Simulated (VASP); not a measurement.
A run of VASP 6.6.1 is set up as follows.

File INCAR:

```
SYSTEM = P
PREC = Accurate
ENCUT = 520
EDIFF = 1E-7
ISMEAR = 0
SIGMA = 0.02
LREAL = .False.
LASPH = .True.
NELM = 80
ALGO = Normal
ISIF = 2
LWAVE = .False.
LCHARG = .False.
GGA = PE
NBANDS = 18
```

Contents of KPOINTS:

```
Automatic mesh
0
Gamma
  8 1 6
  0 0 0
```

Contents of POSCAR:

```
P
1.0
    3.2040260140      0.0000000000      0.0000000000
    0.0000000000     33.8170770342      0.0000000000
    0.0000000000      0.0000000000      4.4959201656
P
4
Direct
    0.0000000000      0.9685021503      0.5828378330
    0.0000000000      0.0314978497      0.4171621670
    0.5000000000      0.0314978497      0.0828378330
    0.5000000000      0.9685021503      0.9171621670
```

Potentials or basis: VASP PAW PBE potentials, release 64 (P).

Command:

```sh
$ cat potpaw_PBE.64/P/POTCAR > POTCAR
$ mpirun -np 1 vasp_std > vasp.out
```

Question: Predict the band gap on the k mesh.

Answer: 0.63 eV, direct.

Question: What does it give for the largest force?

Answer: 0.055 eV/Å.

Forces in eV/Å, atoms in the order of the input:
```
P    0.000  0.033  0.044
P    0.000 -0.033 -0.044
P    0.000 -0.033  0.044
P    0.000  0.033 -0.044
```

Caveat: the cell differs from its parent crystal (equal strain along all axes, cell held: -3.0 %, then relaxed in part).
